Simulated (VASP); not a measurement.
# Rb (I4/mmm) in VASP: a series of runs

Runs on Rb. Level: PBEsol. Tasks: single point.

Everything below comes from runs of VASP 6.6.1. Logs are shortened: lines on timing, memory, paths and dates and some standing lists are left out, and cuts for length are marked.

### 1 The cell of the first run

The structure is tetragonal, space group I4/mmm (No. 139). The conventional cell has a = 5.612 Å, b = 5.612 Å, c = 5.163 Å, α = 90.00°, β = 90.00°, γ = 90.00°.

### 2 Single point, PBEsol (strain +0.000 along x and y, -0.080 along z)

Input file INCAR:

```
SYSTEM = Rb
ALGO = Normal ; EDIFF = 1E-6
ENCUT = 520 ; GGA = PS
ISIF = 2 ; ISMEAR = 0
LASPH = .True. ; LCHARG = .False.
LREAL = .False. ; LWAVE = .False.
NBANDS = 10 ; NELM = 60
PREC = Accurate ; SIGMA = 0.15
```

Input file KPOINTS:

```
k-points
0
Gamma
  12 12 12
  0 0 0
```

Input file POSCAR:

```
Rb
1.0
   -2.8060000000      2.8060000000      2.5815200000
    2.8060000000     -2.8060000000      2.5815200000
    2.8060000000      2.8060000000     -2.5815200000
Rb
1
Direct
    0.0000000000      0.0000000000      0.0000000000
```

Potentials or basis: VASP PAW PBE potentials, release 64 (Rb_sv).

Launch:

```sh
> cat potpaw_PBE.64/Rb_sv/POTCAR > POTCAR
> mpirun -np 1 vasp_std > vasp.out
```

OUTCAR:

```text
SYSTEM = Rb
   EDIFF = 1E-6
   ENCUT = 520
   GGA = PS
   ISIF = 2
   ISMEAR = 0
   LASPH = .True.
   LREAL = .False.
   NELM = 60
   PREC = Accurate

 ion  position               nearest neighbor table
   1  0.000  0.000  0.000-

  LATTYP: Found a body centered tetragonal cell.
 ALAT       =     5.6120000000
 C/A-ratio  =     0.9200000000

  Lattice vectors:

 A1 = (  -2.8060000000,   2.8060000000,   2.5815200000)
 A2 = (   2.8060000000,  -2.8060000000,   2.5815200000)
 A3 = (   2.8060000000,   2.8060000000,  -2.5815200000)

Analysis of symmetry for initial positions (statically):
=====================================================================
 Subroutine PRICEL returns:
 Original cell was already a primitive cell.

 Routine SETGRP: Setting up the symmetry group for a
 body centered tetragonal supercell.

 Subroutine GETGRP returns: Found 16 space group operations
 (whereof 16 operations were pure point group operations)
 out of a pool of 16 trial point group operations.

The static configuration has the point symmetry D_4h.

Analysis of symmetry for dynamics (positions and initial velocities):
=====================================================================
 Subroutine PRICEL returns:
 Original cell was already a primitive cell.

 Routine SETGRP: Setting up the symmetry group for a
 body centered tetragonal supercell.

 Subroutine GETGRP returns: Found 16 space group operations
 (whereof 16 operations were pure point group operations)
 out of a pool of 16 trial point group operations.

The dynamic configuration has the point symmetry D_4h.

 Subroutine INISYM returns: Found 16 space group operations
 (whereof 16 operations are pure point group operations),
 and found     1 'primitive' translations

----------------------------------------------------------------------------------------

                                     Primitive cell

  volume of cell :      81.3038

  direct lattice vectors                    reciprocal lattice vectors
    -2.806000000  2.806000000  2.581520000     0.000000000  0.178189594  0.193684341
     2.806000000 -2.806000000  2.581520000     0.178189594  0.000000000  0.193684341
     2.806000000  2.806000000 -2.581520000     0.178189594  0.178189594  0.000000000

  length of vectors
     4.734080429  4.734080429  4.734080429     0.263182741  0.263182741  0.251998140

  position of ions in fractional coordinates (direct lattice)
     0.000000000  0.000000000  0.000000000

  ion indices of the primitive-cell ions
   primitive index   ion index
                 1           1

----------------------------------------------------------------------------------------

 KPOINTS: k-points

Automatic generation of k-mesh.
 Grid dimensions read from file:
 generate k-points for:   12   12   12

 Generating k-lattice:

  Cartesian coordinates                     Fractional coordinates (reciprocal lattice)
     0.000000000  0.014849133  0.016140362     0.083333333  0.000000000  0.000000000
     0.014849133  0.000000000  0.016140362     0.000000000  0.083333333  0.000000000
     0.014849133  0.014849133  0.000000000     0.000000000  0.000000000  0.083333333

  Length of vectors
     0.021931895  0.021931895  0.020999845

  Shift w.r.t. Gamma in fractional coordinates (k-lattice)
     0.000000000  0.000000000  0.000000000

 Subroutine IBZKPT returns following result:
 ===========================================

 Found    163 irreducible k-points:

 Following reciprocal coordinates:
            Coordinates               Weight
  0.000000  0.000000  0.000000      1.000000
  0.083333 -0.000000  0.000000      8.000000
  0.166667 -0.000000  0.000000      8.000000
  0.250000  0.000000  0.000000      8.000000
  0.333333 -0.000000  0.000000      8.000000
  0.416667 -0.000000  0.000000      8.000000
[... 16 lines left out ...]
  0.500000  0.166667  0.000000     16.000000
 -0.416667  0.166667  0.000000     16.000000
 [... further k-points ...]
   k-points           NKPTS =    163   k-points in BZ     NKDIM =    163   number of bands    NBANDS=     10
   number of dos      NEDOS =    301   number of ions     NIONS =      1
   total plane-waves  NPLWV =  46656
   dimension x,y,z NGX =    36 NGY =   36 NGZ =   36
   dimension x,y,z NGXF=    72 NGYF=   72 NGZF=   72
   ions per type =               1
   NGX,Y,Z   is equivalent  to a cutoff of  12.64, 12.64, 12.64 a.u.
   NGXF,Y,Z  is equivalent  to a cutoff of  25.28, 25.28, 25.28 a.u.
 SYSTEM =  Rb
   PREC   = accura    normal or accurate (medium, high low for compatibility)
   ISTART =      0    job   : 0-new  1-cont  2-samecut
   ICHARG =      2    charge: 1-file 2-atom 10-const
   ISPIN  =      1    spin polarized calculation?
   LNONCOLLINEAR =      F non collinear calculations
   LSORBIT =      F    spin-orbit coupling
   LASPH  =      T    aspherical Exc in radial PAW
   ENCUT  =  520.0 eV  38.22 Ry    6.18 a.u.   8.80  8.80  8.80*2*pi/ulx,y,z
   NELM   =     60;   NELMIN=  2; NELMDL= -5     # of ELM steps
   EDIFF  = 0.1E-05   stopping-criterion for ELM
   LREAL  =      F    real-space projection
   EDIFFG = 0.1E-04   stopping-criterion for IOM
   NSW    =      0    number of steps for IOM
   IBRION =     -1    ionic relax: 0-MD 1-quasi-New 2-CG
   NFREE  =      0    steps in history (QN), initial steepest desc. (CG)
   ISIF   =      2    stress and relaxation
   ISYM   =      2    0-nonsym 1-usesym 2-fastsym
   POTIM  = 0.5000    time-step for ionic-motion
   TEBEG  =    0.0;   TEEND  =   0.0 temperature during run
   PSTRESS=    0.0 pullay stress
   NELECT =       9.0000    total number of electrons
   NUPDOWN=      -1.0000    fix difference up-down
   EMIN   =  10.00;   EMAX   =-10.00  energy-range for DOS
   EFERMI =   0.00;   METHOD = LEGACY
   ISMEAR =     0;   SIGMA  =   0.15  broadening in eV -4-tet -1-fermi 0-gaus
   EFERMI_NEDOS =   21; number of points for ismear=-14 and -15
   IALGO  =     38    algorithm
   IMIX   =      4    mixing-type and parameters
     AMIX     =   0.40;   BMIX     =  1.00
     AMIX_MAG =   1.60;   BMIX_MAG =  1.00
  volume/ion in A,a.u.               =      81.30       548.67
  Fermi-wavevector in a.u.,A,eV,Ry     =   0.786053  1.485426  8.406767  0.617880
  Thomas-Fermi vector in A             =   1.890514
   LORBIT       =      0    0 simple, 1 ext, 2 COOP (PROOUT), +10 PAW based schemes
   GGA     = PS    functional components
   LHFCALC =     F    Hartree Fock is set to
   AEXX    =    0.0000 exact exchange contribution
   IVDW    =     0    specifies the selected vdW correction
   LEPSILON=     F    determine dielectric tensor
   LRPA    =     F    only Hartree local field effects (RPA)
 non-spin polarized calculation
 Gauss-broadening in eV      SIGMA  =   0.15
  energy-cutoff  :      520.00
  volume of cell :       81.30
 maximum number of plane-waves:      2214
   NGX = 17   NGY = 17   NGZ = 17

 number of electron       9.0000000 magnetization

 Free energy of the ion-electron system (eV)
  ---------------------------------------------------
  ext. energy  EPLUGINS =         0.00000000
  ---------------------------------------------------
  free energy    TOTEN  =        -1.02532137 eV

  energy without entropy =       -1.01495389  energy(sigma->0) =       -1.02013763

 E-fermi :   0.2016     XC(G=0):  -5.8092

 val. band max:        0.1931398976   @ k =  -0.4167   0.4167   0.1667
 cond. band min:       0.2019715631   @ k =   0.3333   0.0833   0.0833
 fundamental gap:      0.0088316655
 Fermi energy:         0.2016236476

 k-point     1 :       0.0000    0.0000    0.0000
  band No.  band energies     occupation
      1     -28.5948      2.00000
      2     -12.6280      2.00000
      3     -12.6280      2.00000
      4     -12.6274      2.00000
      5      -1.9241      2.00000
      6       3.6891      0.00000
      7       4.1705      0.00000
      8       4.1705      0.00000
      9       4.6843      0.00000
     10       5.3412      0.00000

 k-point     2 :       0.0833   -0.0000    0.0000
  band No.  band energies     occupation
      1     -28.5943      2.00000
      2     -12.6376      2.00000
      3     -12.6312      2.00000
      4     -12.6281      2.00000
      5      -1.8299      2.00000
      6       3.6575      0.00000
      7       4.0108      0.00000
      8       4.1427      0.00000
      9       4.6510      0.00000
     10       5.1572      0.00000

 k-point     3 :       0.1667   -0.0000    0.0000
  band No.  band energies     occupation
      1     -28.5929      2.00000
      2     -12.6643      2.00000
      3     -12.6401      2.00000
      4     -12.6292      2.00000
      5      -1.5543      2.00000
      6       3.4448      0.00000
      7       3.4745      0.00000
      8       4.2891      0.00000
      9       4.7163      0.00000
     10       4.9900      0.00000

 k-point     4 :       0.2500    0.0000    0.0000
  band No.  band energies     occupation
      1     -28.5910      2.00000
      2     -12.7002      2.00000
      3     -12.6522      2.00000
      4     -12.6306      2.00000
      5      -1.1193      2.00000
      6       2.8071      0.00000
      7       3.1410      0.00000
      8       4.6700      0.00000
      9       4.8544      0.00000
     10       4.9832      0.00000
[... 222 lines left out ...]
 k-point    22 :       0.4167    0.1667    0.0000
  band No.  band energies     occupation
      1     -28.5869      2.00000
      2     -12.7577      2.00000
      3     -12.6879      2.00000
      4     -12.6436      2.00000
      5       0.7298      0.00000
      6       1.2157      0.00000
      7       2.3509      0.00000
      8       4.3935      0.00000
      9       5.4627      0.00000
     10       5.7408      0.00000

 k-point    23 :       0.5000    0.1667    0.0000
  band No.  band energies     occupation
      1     -28.5874      2.00000
      2     -12.7505      2.00000
      3     -12.6837      2.00000
      4     -12.6415      2.00000
      5       0.2257      0.82021
      6       1.6773      0.00000
      7       2.4062      0.00000
      8       4.5247      0.00000
      9       5.2164      0.00000
     10       5.7242      0.00000

 k-point    24 :      -0.4167    0.1667    0.0000
  band No.  band energies     occupation
      1     -28.5887      2.00000
      2     -12.7340      2.00000
      3     -12.6708      2.00000
      4     -12.6385      2.00000
      5      -0.3853      2.00000
      6       2.1688      0.00000
      7       2.6293      0.00000
      8       4.7191      0.00000
      9       4.9461      0.00000
     10       5.5691      0.00000

 [... further k-points ...]

------------------------ aborting loop because EDIFF is reached ----------------------------------------

  FORCE on cell =-STRESS in cart. coord.  units (eV):
  Direction    XX          YY          ZZ          XY          YZ          ZX
  --------------------------------------------------------------------------------------
  -------------------------------------------------------------------------------------
  Total        0.0924165      0.0924165      0.1251946      0.0000000      0.0000000      0.0000000
  in kB        1.8211654      1.8211654      2.4670927      0.0000000      0.0000000      0.0000000
  external PRESSURE =       2.0364745 kB  Pullay stress =       0.0000000 kB

 VOLUME and BASIS-vectors are now :
 -----------------------------------------------------------------------------
  energy-cutoff  :      520.00
  volume of cell :       81.30
      direct lattice vectors                 reciprocal lattice vectors
    -2.806000000  2.806000000  2.581520000     0.000000000  0.178189594  0.193684341
     2.806000000 -2.806000000  2.581520000     0.178189594  0.000000000  0.193684341
     2.806000000  2.806000000 -2.581520000     0.178189594  0.178189594  0.000000000

 POSITION                                       TOTAL-FORCE (eV/Angst)
 -----------------------------------------------------------------------------------
      0.00000      0.00000      0.00000         0.000000      0.000000     -0.000000
 -----------------------------------------------------------------------------------
    total drift:                               -0.000000      0.000000      0.000000

  FREE ENERGIE OF THE ION-ELECTRON SYSTEM (eV)
  ---------------------------------------------------
  free  energy   TOTEN  =        -1.0253213695 eV

  energy  without entropy=       -1.0149538872  energy(sigma->0) =       -1.02013763
```

Run time: 43 s. Hardware: 1 thread of Intel Xeon Platinum 8488C (Sapphire Rapids), shared host; peak memory 0.27 GiB.

Results:

```yaml
Free_energy: -1.0253 eV
Pressure: 0.2 GPa
```

Caveat: the cell differs from its parent crystal (strain +0.000 along x and y, -0.080 along z); the PAW data sets were made with another functional, which shifts forces and pressure a little.

### 3 Single point, PBEsol (strain -0.040 along x and y, +0.000 along z)

Input file INCAR:

```
SYSTEM = Rb
PREC = Accurate
ENCUT = 520
EDIFF = 1E-7
ISMEAR = 0
SIGMA = 0.15
LREAL = .False.
LASPH = .True.
NELM = 80
ALGO = Normal
ISIF = 2
LWAVE = .False.
LCHARG = .False.
GGA = PS
NBANDS = 10
```

Input file KPOINTS:

```
Automatic mesh
0
Gamma
  12 12 12
  0 0 0
```

Input file POSCAR:

```
Rb
1.0
   -2.6937600000      2.6937600000      2.8060000000
    2.6937600000     -2.6937600000      2.8060000000
    2.6937600000      2.6937600000     -2.8060000000
Rb
1
Direct
    0.0000000000      0.0000000000      0.0000000000
```

Potentials or basis: VASP PAW PBE potentials, release 64 (Rb_sv).

Launch:

```sh
> cat potpaw_PBE.64/Rb_sv/POTCAR > POTCAR
> mpirun -np 1 vasp_std > vasp.out
```

OUTCAR:

```text
SYSTEM = Rb
   PREC = Accurate
   ENCUT = 520
   EDIFF = 1E-7
   ISMEAR = 0
   LREAL = .False.
   LASPH = .True.
   NELM = 80
   ISIF = 2
   GGA = PS

 ion  position               nearest neighbor table
   1  0.000  0.000  0.000-

  LATTYP: Found a body centered tetragonal cell.
 ALAT       =     5.3875200000
 C/A-ratio  =     1.0416666667

  Lattice vectors:

 A1 = (  -2.6937600000,   2.6937600000,   2.8060000000)
 A2 = (   2.6937600000,  -2.6937600000,   2.8060000000)
 A3 = (   2.6937600000,   2.6937600000,  -2.8060000000)

Analysis of symmetry for initial positions (statically):
=====================================================================
 Subroutine PRICEL returns:
 Original cell was already a primitive cell.

 Routine SETGRP: Setting up the symmetry group for a
 body centered tetragonal supercell.

 Subroutine GETGRP returns: Found 16 space group operations
 (whereof 16 operations were pure point group operations)
 out of a pool of 16 trial point group operations.

The static configuration has the point symmetry D_4h.

Analysis of symmetry for dynamics (positions and initial velocities):
=====================================================================
 Subroutine PRICEL returns:
 Original cell was already a primitive cell.

 Routine SETGRP: Setting up the symmetry group for a
 body centered tetragonal supercell.

 Subroutine GETGRP returns: Found 16 space group operations
 (whereof 16 operations were pure point group operations)
 out of a pool of 16 trial point group operations.

The dynamic configuration has the point symmetry D_4h.

 Subroutine INISYM returns: Found 16 space group operations
 (whereof 16 operations are pure point group operations),
 and found     1 'primitive' translations

----------------------------------------------------------------------------------------

                                     Primitive cell

[... 111 lines left out ...]
  Thomas-Fermi vector in A             =   1.889967
   LORBIT       =      0    0 simple, 1 ext, 2 COOP (PROOUT), +10 PAW based schemes
   GGA     = PS    functional components
   LHFCALC =     F    Hartree Fock is set to
   AEXX    =    0.0000 exact exchange contribution
   IVDW    =     0    specifies the selected vdW correction
   LEPSILON=     F    determine dielectric tensor
   LRPA    =     F    only Hartree local field effects (RPA)
 non-spin polarized calculation
 Gauss-broadening in eV      SIGMA  =   0.15
  energy-cutoff  :      520.00
  volume of cell :       81.45
 maximum number of plane-waves:      2210
   NGX = 17   NGY = 17   NGZ = 17

 number of electron       9.0000000 magnetization

 Free energy of the ion-electron system (eV)
  ---------------------------------------------------
  ext. energy  EPLUGINS =         0.00000000
  ---------------------------------------------------
  free energy    TOTEN  =        -1.02607550 eV

  energy without entropy =       -1.01502817  energy(sigma->0) =       -1.02055184

 E-fermi :   0.1973     XC(G=0):  -5.8047

 val. band max:        0.1910032050   @ k =   0.5000   0.3333   0.0833
 cond. band min:       0.2120787957   @ k =   0.5000   0.2500   0.0000
 fundamental gap:      0.0210755907
 Fermi energy:         0.1972656078

 k-point     1 :       0.0000    0.0000    0.0000
  band No.  band energies     occupation
      1     -28.5989      2.00000
      2     -12.6324      2.00000
      3     -12.6324      2.00000
      4     -12.6320      2.00000
      5      -1.9260      2.00000
      6       3.9136      0.00000
      7       3.9136      0.00000
      8       4.1318      0.00000
      9       4.8536      0.00000
     10       5.1624      0.00000
[... 287 lines left out ...]
 k-point    24 :      -0.4167    0.1667    0.0000
  band No.  band energies     occupation
      1     -28.5928      2.00000
      2     -12.7407      2.00000
      3     -12.6728      2.00000
      4     -12.6433      2.00000
      5      -0.3607      2.00000
      6       2.0627      0.00000
      7       2.7058      0.00000
      8       4.5920      0.00000
      9       5.0872      0.00000
     10       5.6172      0.00000

 [... further k-points ...]

------------------------ aborting loop because EDIFF is reached ----------------------------------------

  FORCE on cell =-STRESS in cart. coord.  units (eV):
  Direction    XX          YY          ZZ          XY          YZ          ZX
  --------------------------------------------------------------------------------------
  -------------------------------------------------------------------------------------
  Total        0.1013276      0.1013276      0.0961784      0.0000000     -0.0000000      0.0000000
  in kB        1.9933016      1.9933016      1.8920060      0.0000000     -0.0000000      0.0000000
  external PRESSURE =       1.9595364 kB  Pullay stress =       0.0000000 kB

 VOLUME and BASIS-vectors are now :
 -----------------------------------------------------------------------------
  energy-cutoff  :      520.00
  volume of cell :       81.45
      direct lattice vectors                 reciprocal lattice vectors
    -2.693760000  2.693760000  2.806000000     0.000000000  0.185614160  0.178189594
     2.693760000 -2.693760000  2.806000000     0.185614160  0.000000000  0.178189594
     2.693760000  2.693760000 -2.806000000     0.185614160  0.185614160  0.000000000

 POSITION                                       TOTAL-FORCE (eV/Angst)
 -----------------------------------------------------------------------------------
      0.00000      0.00000      0.00000        -0.000000      0.000000      0.000000
 -----------------------------------------------------------------------------------
    total drift:                               -0.000000      0.000000      0.000000

  FREE ENERGIE OF THE ION-ELECTRON SYSTEM (eV)
  ---------------------------------------------------
  free  energy   TOTEN  =        -1.0260755031 eV

  energy  without entropy=       -1.0150281680  energy(sigma->0) =       -1.02055184
```

It took 66 s on 1 thread of Intel Xeon Platinum 8488C (Sapphire Rapids), shared host; peak memory 0.28 GiB.

What came out:

```yaml
Free_energy: -1.0261 eV
Pressure: 0.2 GPa
```

Caveat: the cell differs from its parent crystal (strain -0.040 along x and y, +0.000 along z); the PAW data sets were made with another functional, which shifts forces and pressure a little.

(Part 1 of 2 ends here.)
